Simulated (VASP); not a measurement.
# Mo (Im-3m) in VASP: a series of runs

Mo is run at these levels: BLYP, PBEsol+D4, PBE+D4, revPBE+D3(BJ); tasks: relaxation of cell and atoms.

Program: VASP 6.6.1. These are calculated values, not measurements. Logs are shortened: lines on timing, memory, paths and dates and some standing lists are left out, and cuts for length are marked.

**1. The cell of the first run**

Symmetry: Im-3m, No. 229, cubic system. The conventional cell has a = 3.168 Å, b = 3.168 Å, c = 3.168 Å, α = 90.00°, β = 90.00°, γ = 90.00°. Mo (site symmetry m-3m) has 14 Mo at 2.74 to 3.17 Å within 3.6 Å.

**2. Relaxation of cell and atoms, BLYP**

The input, INCAR:

```
AGGAC    = 1.0          
AGGAX    = 1.0          
ALDAC    = 0.0          
ALDAX    = 1.0          
ALGO     = Normal         # electronic algorithm
EDIFF    = 1E-6           # SCF threshold, eV
EDIFFG   = -0.02          # ionic threshold
ENCUT    = 600            # plane-wave cutoff, eV
GGA      = B5             # functional
IBRION   = 2              # ionic algorithm
ISIF     = 3              # what is computed and relaxed
ISMEAR   = -1             # smearing method
LASPH    = True           # aspherical terms in the spheres
LCHARG   = False          # write CHGCAR
LREAL    = False          # projectors in reciprocal space
LWAVE    = False          # write WAVECAR
NELM     = 100            # most SCF steps
NSW      = 80             # ionic steps
PREC     = Accurate       # precision mode
SIGMA    = 0.05           # smearing width, eV
```

The input, KPOINTS:

```
k-points
0
Gamma
  12 12 12
```

The input, POSCAR:

```
Mo
1.0
   -1.5838089719      1.5838089719      1.5838089719
    1.5838089719     -1.5838089719      1.5838089719
    1.5838089719      1.5838089719     -1.5838089719
Mo
1
Direct
    0.0000000000      0.0000000000      0.0000000000
```

Potentials or basis: VASP PAW PBE potentials, release 64 (Mo_sv).

The run is started by

```bash
$ cat potpaw_PBE.64/Mo_sv/POTCAR > POTCAR
$ mpirun -np 1 vasp_std > vasp.out
```

OUTCAR:

```text
EDIFF = 1E-6
   EDIFFG = -0.02
   ENCUT = 600
   GGA = B5
   IBRION = 2
   ISIF = 3
   ISMEAR = -1
   LASPH = True
   LREAL = False
   NELM = 100
   NSW = 80
   PREC = Accurate

 ion  position               nearest neighbor table
   1  0.000  0.000  0.000-

  LATTYP: Found a body centered cubic cell.
 ALAT       =     3.1676179438

  Lattice vectors:

 A1 = (  -1.5838089719,   1.5838089719,   1.5838089719)
 A2 = (   1.5838089719,  -1.5838089719,   1.5838089719)
 A3 = (   1.5838089719,   1.5838089719,  -1.5838089719)

Analysis of symmetry for initial positions (statically):
=====================================================================
 Subroutine PRICEL returns:
 Original cell was already a primitive cell.

 Routine SETGRP: Setting up the symmetry group for a
 body centered cubic supercell.

 Subroutine GETGRP returns: Found 48 space group operations
 (whereof 48 operations were pure point group operations)
 out of a pool of 48 trial point group operations.

The static configuration has the point symmetry O_h .

Analysis of symmetry for dynamics (positions and initial velocities):
=====================================================================
 Subroutine PRICEL returns:
 Original cell was already a primitive cell.

 Routine SETGRP: Setting up the symmetry group for a
 body centered cubic supercell.

 Subroutine GETGRP returns: Found 48 space group operations
 (whereof 48 operations were pure point group operations)
 out of a pool of 48 trial point group operations.

The dynamic configuration has the point symmetry O_h .

 Subroutine INISYM returns: Found 48 space group operations
 (whereof 48 operations are pure point group operations),
 and found     1 'primitive' translations

----------------------------------------------------------------------------------------

                                     Primitive cell

  volume of cell :      15.8916

  direct lattice vectors                    reciprocal lattice vectors
    -1.583808972  1.583808972  1.583808972     0.000000000  0.315694638  0.315694638
     1.583808972 -1.583808972  1.583808972     0.315694638  0.000000000  0.315694638
     1.583808972  1.583808972 -1.583808972     0.315694638  0.315694638  0.000000000

  length of vectors
     2.743237609  2.743237609  2.743237609     0.446459639  0.446459639  0.446459639

  position of ions in fractional coordinates (direct lattice)
     0.000000000  0.000000000  0.000000000

  ion indices of the primitive-cell ions
   primitive index   ion index
                 1           1

----------------------------------------------------------------------------------------

 KPOINTS: k-points

Automatic generation of k-mesh.
 Grid dimensions read from file:
 generate k-points for:   12   12   12

 Generating k-lattice:

  Cartesian coordinates                     Fractional coordinates (reciprocal lattice)
     0.000000000  0.026307886  0.026307886     0.083333333  0.000000000  0.000000000
     0.026307886  0.000000000  0.026307886     0.000000000  0.083333333  0.000000000
     0.026307886  0.026307886  0.000000000     0.000000000  0.000000000  0.083333333

  Length of vectors
     0.037204970  0.037204970  0.037204970

  Shift w.r.t. Gamma in fractional coordinates (k-lattice)
     0.000000000  0.000000000  0.000000000

 Subroutine IBZKPT returns following result:
 ===========================================

 Found     72 irreducible k-points:

 Following reciprocal coordinates:
            Coordinates               Weight
  0.000000  0.000000  0.000000      1.000000
  0.083333  0.000000  0.000000     12.000000
  0.166667  0.000000  0.000000     12.000000
  0.250000  0.000000  0.000000     12.000000
  0.333333  0.000000  0.000000     12.000000
  0.416667  0.000000  0.000000     12.000000
[... 16 lines left out ...]
  0.333333  0.083333  0.083333     24.000000
  0.416667  0.083333  0.083333     12.000000
 [... further k-points ...]
   k-points           NKPTS =     72   k-points in BZ     NKDIM =     72   number of bands    NBANDS=     11
   number of dos      NEDOS =    301   number of ions     NIONS =      1
   total plane-waves  NPLWV =  13824
   dimension x,y,z NGX =    24 NGY =   24 NGZ =   24
   dimension x,y,z NGXF=    48 NGYF=   48 NGZF=   48
   ions per type =               1
   NGX,Y,Z   is equivalent  to a cutoff of  14.54, 14.54, 14.54 a.u.
   NGXF,Y,Z  is equivalent  to a cutoff of  29.09, 29.09, 29.09 a.u.
 SYSTEM =  unknown system
   PREC   = accura    normal or accurate (medium, high low for compatibility)
   ISTART =      0    job   : 0-new  1-cont  2-samecut
   ICHARG =      2    charge: 1-file 2-atom 10-const
   ISPIN  =      1    spin polarized calculation?
   LNONCOLLINEAR =      F non collinear calculations
   LSORBIT =      F    spin-orbit coupling
   LASPH  =      T    aspherical Exc in radial PAW
   ENCUT  =  600.0 eV  44.10 Ry    6.64 a.u.   5.48  5.48  5.48*2*pi/ulx,y,z
   NELM   =    100;   NELMIN=  2; NELMDL= -5     # of ELM steps
   EDIFF  = 0.1E-05   stopping-criterion for ELM
   LREAL  =      F    real-space projection
   EDIFFG = -.2E-01   stopping-criterion for IOM
   NSW    =     80    number of steps for IOM
   IBRION =      2    ionic relax: 0-MD 1-quasi-New 2-CG
   NFREE  =      1    steps in history (QN), initial steepest desc. (CG)
   ISIF   =      3    stress and relaxation
   ISYM   =      2    0-nonsym 1-usesym 2-fastsym
   POTIM  = 0.5000    time-step for ionic-motion
   TEBEG  =    0.0;   TEEND  =   0.0 temperature during run
   PSTRESS=    0.0 pullay stress
   NELECT =      14.0000    total number of electrons
   NUPDOWN=      -1.0000    fix difference up-down
   EMIN   =  10.00;   EMAX   =-10.00  energy-range for DOS
   EFERMI =   0.00;   METHOD = LEGACY
   ISMEAR =    -1;   SIGMA  =   0.05  broadening in eV -4-tet -1-fermi 0-gaus
   EFERMI_NEDOS =   21; number of points for ismear=-14 and -15
   IALGO  =     38    algorithm
   IMIX   =      4    mixing-type and parameters
     AMIX     =   0.40;   BMIX     =  1.00
     AMIX_MAG =   1.60;   BMIX_MAG =  1.00
  volume/ion in A,a.u.               =      15.89       107.24
  Fermi-wavevector in a.u.,A,eV,Ry     =   1.569380  2.965698 33.510508  2.462953
  Thomas-Fermi vector in A             =   2.671271
   LORBIT       =      0    0 simple, 1 ext, 2 COOP (PROOUT), +10 PAW based schemes
   GGA     = B5    functional components
   LHFCALC =     F    Hartree Fock is set to
   AEXX    =    0.0000 exact exchange contribution
   IVDW    =     0    specifies the selected vdW correction
   LEPSILON=     F    determine dielectric tensor
   LRPA    =     F    only Hartree local field effects (RPA)
 conjugate gradient relaxation of ions
 non-spin polarized calculation
  energy-cutoff  :      600.00
  volume of cell :       15.89
 maximum number of plane-waves:       555
 NGX is ok and might be reduce to    24
   NGX = 11   NGY = 11   NGZ = 11

--------------------------------------- Ionic step        1  -------------------------------------------

 number of electron      14.0000002 magnetization

 Free energy of the ion-electron system (eV)
  ---------------------------------------------------
  ext. energy  EPLUGINS =         0.00000000
  ---------------------------------------------------
  free energy    TOTEN  =        -9.49433322 eV

  energy without entropy =       -9.49186947  energy(sigma->0) =       -9.49310134

------------------------ aborting loop because EDIFF is reached ----------------------------------------

  FORCE on cell =-STRESS in cart. coord.  units (eV):
  Direction    XX          YY          ZZ          XY          YZ          ZX
  --------------------------------------------------------------------------------------
  -------------------------------------------------------------------------------------
  Total        0.8880407      0.8880407      0.8880407      0.0000000      0.0000000     -0.0000000
  in kB       89.5313356     89.5313356     89.5313356      0.0000000      0.0000000     -0.0000000
  external PRESSURE =      89.5313356 kB  Pullay stress =       0.0000000 kB

 VOLUME and BASIS-vectors are now :
 -----------------------------------------------------------------------------
  energy-cutoff  :      600.00
  volume of cell :       15.89
      direct lattice vectors                 reciprocal lattice vectors
    -1.583808972  1.583808972  1.583808972     0.000000000  0.315694638  0.315694638
     1.583808972 -1.583808972  1.583808972     0.315694638  0.000000000  0.315694638
     1.583808972  1.583808972 -1.583808972     0.315694638  0.315694638  0.000000000
[... 71 lines left out ...]
 POSITION                                       TOTAL-FORCE (eV/Angst)
 -----------------------------------------------------------------------------------
      0.00000      0.00000      0.00000         0.000000      0.000000      0.000000
 -----------------------------------------------------------------------------------
    total drift:                                0.000000      0.000000     -0.000000

  FREE ENERGIE OF THE ION-ELECTRON SYSTEM (eV)
  ---------------------------------------------------
  free  energy   TOTEN  =        -9.5097146395 eV

  energy  without entropy=       -9.5070144982  energy(sigma->0) =       -9.50836457

--------------------------------------- Ionic step        4  -------------------------------------------

 number of electron      13.9999999 magnetization

 Free energy of the ion-electron system (eV)
  ---------------------------------------------------
  ext. energy  EPLUGINS =         0.00000000
  ---------------------------------------------------
  free energy    TOTEN  =        -9.50973342 eV

  energy without entropy =       -9.50704119  energy(sigma->0) =       -9.50838730

 E-fermi :  12.2800     XC(G=0): -12.4700

 val. band max:       12.2378820379   @ k =  -0.1667   0.2500   0.0833
 cond. band min:      12.2967830755   @ k =  -0.3333   0.3333   0.2500
 fundamental gap:      0.0589010376
 Fermi energy:        12.2800036488

 k-point     1 :       0.0000    0.0000    0.0000
  band No.  band energies     occupation
      1     -48.7830      2.00000
      2     -22.2869      2.00000
      3     -22.2869      2.00000
      4     -22.2869      2.00000
      5       5.4560      2.00000
      6      10.9828      2.00000
      7      10.9828      2.00000
      8      10.9828      2.00000
      9      13.8505      0.00000
     10      13.8505      0.00000
     11      27.2466      0.00000

 k-point     2 :       0.0833    0.0000    0.0000
  band No.  band energies     occupation
      1     -48.7687      2.00000
      2     -22.3717      2.00000
      3     -22.3135      2.00000
      4     -22.2874      2.00000
      5       5.7438      2.00000
      6      10.8295      2.00000
      7      10.9588      2.00000
      8      11.2505      2.00000
      9      13.6401      0.00000
     10      13.8564      0.00000
     11      27.4420      0.00000
[... 295 lines left out ...]
 k-point    24 :       0.4167    0.0833    0.0833
  band No.  band energies     occupation
      1     -48.5610      2.00000
      2     -23.4014      2.00000
      3     -22.7269      2.00000
      4     -22.3739      2.00000
      5       7.8927      2.00000
      6       9.1181      2.00000
      7      12.6828      0.00063
      8      13.9798      0.00000
      9      14.4353      0.00000
     10      18.2934      0.00000
     11      22.6907      0.00000

 [... further k-points ...]
[... 5 lines left out ...]
  --------------------------------------------------------------------------------------
  -------------------------------------------------------------------------------------
  Total       -0.0016563     -0.0016563     -0.0016563      0.0000000      0.0000000     -0.0000000
  in kB       -0.1611975     -0.1611975     -0.1611975      0.0000000      0.0000000     -0.0000000
  external PRESSURE =      -0.1611975 kB  Pullay stress =       0.0000000 kB

 VOLUME and BASIS-vectors are now :
 -----------------------------------------------------------------------------
  energy-cutoff  :      600.00
  volume of cell :       16.46
      direct lattice vectors                 reciprocal lattice vectors
    -1.602535144  1.602535144  1.602535144     0.000000000  0.312005638  0.312005638
     1.602535144 -1.602535144  1.602535144     0.312005638  0.000000000  0.312005638
     1.602535144  1.602535144 -1.602535144     0.312005638  0.312005638  0.000000000

 POSITION                                       TOTAL-FORCE (eV/Angst)
 -----------------------------------------------------------------------------------
      0.00000      0.00000      0.00000        -0.000000      0.000000     -0.000000
 -----------------------------------------------------------------------------------
    total drift:                                0.000000      0.000000      0.000000

  FREE ENERGIE OF THE ION-ELECTRON SYSTEM (eV)
  ---------------------------------------------------
  free  energy   TOTEN  =        -9.5097334188 eV

  energy  without entropy=       -9.5070411895  energy(sigma->0) =       -9.50838730

 reached required accuracy - stopping structural energy minimisation
```

It took 54 s on 1 thread of Intel Xeon Platinum 8259CL at 2.50GHz (Skylake/Cascade Lake), shared host; peak memory 0.15 GiB.

Results:

```
Free energy                            : -9.5097 eV
Relaxed volume                         : 16.46 Å³/atom
Relaxed cell                           : a = 2.776 Å, b = 2.776 Å, c = 2.776 Å, α = 109.47°, β = 109.47°, γ = 109.47°
Space group after relaxing (to 0.05 Å) : Im-3m (No. 229)
Energy gained by relaxing              : 15.4 meV/atom
Ionic steps                            : 4
Pressure after relaxing                : 0.0 GPa
Band gap on the k mesh                 : zero (band 7 reaches 15.93 eV, above the bottom of band 8 at 10.98 eV)
```

The path:
| step | energy change (eV) | largest force (eV/Å) | pressure (GPa) | volume (Å³) |
| --- | --- | --- | --- | --- |
| 1 | 0.0000 | 0.0000 | 8.95 | 15.89 |
| 2 | 0.0767 | 0.0000 | -17.40 | 18.02 |
| 3 | -0.0154 | 0.0000 | -0.29 | 16.48 |
| 4 | -0.0154 | 0.0000 | -0.02 | 16.46 |

Final structure:
```xyz
1
Lattice="-1.6025 1.6025 1.6025 1.6025 -1.6025 1.6025 1.6025 1.6025 -1.6025" Properties=species:S:1:pos:R:3 pbc="T T T"
Mo    0.0000    0.0000    0.0000
```

Caveat: the PAW data sets were made with another functional, which shifts forces and pressure a little.

**3. Relaxation of cell and atoms, PBEsol+D4**

The input, INCAR:

```
SYSTEM = Mo
PREC = Accurate ; ENCUT = 600
EDIFF = 1E-7 ; ISMEAR = -1
SIGMA = 0.05 ; LREAL = .False.
LASPH = .True. ; NELM = 80
ALGO = Normal ; ISIF = 3
LWAVE = .False. ; LCHARG = .False.
GGA = PS ; IVDW = 13
IBRION = 2 ; NSW = 80
EDIFFG = -0.02
```

The input, KPOINTS:

```
Automatic mesh
0
Gamma
  12 12 12
  0 0 0
```

POSCAR is that of step 2.

Potentials or basis: VASP PAW PBE potentials, release 64 (Mo_sv).

The run is started by

```bash
$ cat potpaw_PBE.64/Mo_sv/POTCAR > POTCAR
$ mpirun -np 1 vasp_std > vasp.out
```

It took 39 s on 1 thread of Intel Xeon Platinum 8259CL at 2.50GHz (Skylake/Cascade Lake), shared host; peak memory 0.16 GiB.

The run converged. Its results:

| Item | Value |
| --- | --- |
| Free energy | -12.1593 eV |
| Relaxed volume | 15.17 Å³/atom |
| Relaxed cell | a = 2.701 Å, b = 2.701 Å, c = 2.701 Å, α = 109.47°, β = 109.47°, γ = 109.47° |
| Space group after relaxing (to 0.05 Å) | Im-3m (No. 229) |
| Energy gained by relaxing | 29.7 meV/atom |
| Ionic steps | 4 |
| Pressure after relaxing | -0.1 GPa |
| Band gap on the k mesh | zero (band 7 reaches 17.14 eV, above the bottom of band 8 at 11.53 eV) |
| Dispersion energy per atom | -0.366 eV |

The path:
```csv
step,energy change (eV),largest force (eV/Å),pressure (GPa),volume (Å³)
1,0.0000,0.0000,-12.47,15.89
2,0.2602,0.0000,53.48,13.21
3,-0.0296,0.0000,-0.85,15.20
4,-0.0297,0.0000,-0.12,15.17
```

Final structure:
```
Mo
1.0
    -1.55934    1.55934    1.55934
     1.55934   -1.55934    1.55934
     1.55934    1.55934   -1.55934
Mo
1
Direct
  0.00000 0.00000 0.00000
```

Levels at points of the mesh, in eV from the Fermi level:
```csv
k point,band 4,band 5,band 6,band 7,band 8,band 9,band 10,band 11
"(0.00, 0.00, 0.00)",-34.35,-7.32,-1.36,-1.36,-1.36,1.76,1.76,14.91
"(0.50, 0.00, 0.00)",-34.37,-5.48,-3.50,1.79,1.82,2.47,5.06,12.05
"(0.50, 0.50, 0.50)",-35.42,-5.65,-5.65,4.25,4.25,4.25,9.32,9.32
```

Caveat: the PAW data sets were made with another functional, which shifts forces and pressure a little; pairwise dispersion overbinds metals, which lowers pressure and volume.

**4. Relaxation of cell and atoms, PBE+D4**

The input, INCAR:

```
SYSTEM = Mo
  PREC = Accurate
  ENCUT = 600
  EDIFF = 1E-7
  ISMEAR = -1
  SIGMA = 0.05
  LREAL = .FALSE.
  LASPH = .TRUE.
  NELM = 100
  ALGO = Normal
  ISIF = 3
  LWAVE = .FALSE.
  LCHARG = .FALSE.
  GGA = PE
  IVDW = 13
  IBRION = 2
  NSW = 80
  EDIFFG = -0.02
```

The input, KPOINTS:

```
Automatic mesh
0
G
  12 12 12
  0 0 0
```

POSCAR is that of step 3.

The run is started by

```bash
$ cat potpaw_PBE.64/Mo_sv/POTCAR > POTCAR
$ mpirun -np 1 vasp_std > vasp.out
```

Run time: 40 s. Hardware: 1 thread of Intel Xeon Platinum 8259CL at 2.50GHz (Skylake/Cascade Lake), shared host; peak memory 0.16 GiB.

It converged, with:

```yaml
Free_energy: -11.5609 eV
Relaxed_volume: 15.46 Å³/atom
Relaxed_cell: a = 2.718 Å, b = 2.718 Å, c = 2.718 Å, α = 109.47°, β = 109.47°, γ = 109.47°
Space_group_after_relaxing_to_0.05_Å: Im-3m (No. 229)
Energy_gained_by_relaxing: 9.9 meV/atom
Ionic_steps: 4
Pressure_after_relaxing: 0.0 GPa
Band_gap_on_the_k_mesh: zero (band 7 reaches 16.82 eV, above the bottom of band 8 at 11.39 eV)
Dispersion_energy_per_atom: -0.615 eV
```

Step by step:
| step | energy change (eV) | largest force (eV/Å) | pressure (GPa) | volume (Å³) |
| --- | --- | --- | --- | --- |
| 1 | 0.0000 | 0.0000 | -7.19 | 15.89 |
| 2 | 0.0753 | 0.0000 | 25.38 | 14.31 |
| 3 | -0.0099 | 0.0000 | -0.25 | 15.47 |
| 4 | -0.0099 | 0.0000 | -0.02 | 15.46 |

Final structure:
```cif
data_structure
_symmetry_space_group_name_H-M 'P 1'
_symmetry_Int_Tables_number 1
_cell_length_a 2.7182
_cell_length_b 2.7182
_cell_length_c 2.7182
_cell_angle_alpha 109.471
_cell_angle_beta 109.471
_cell_angle_gamma 109.471
_cell_volume 15.46
loop_
_atom_site_label
_atom_site_type_symbol
_atom_site_fract_x
_atom_site_fract_y
_atom_site_fract_z
_atom_site_occupancy
Mo1 Mo 0.00000 0.00000 0.00000 1
```

Levels at points of the mesh, in eV from the Fermi level:
```tsv
k point	band 5	band 6	band 7	band 8	band 9	band 10
(0.00, 0.00, 0.00)	-7.22	-1.33	-1.33	-1.33	1.73	1.73
(0.50, 0.00, 0.00)	-5.34	-3.40	1.72	1.77	2.40	4.87
(0.50, 0.50, 0.50)	-5.47	-5.47	4.09	4.09	4.09	9.20
```

Caveat: pairwise dispersion overbinds metals, which lowers pressure and volume.

(Part 1 of 2 ends here.)
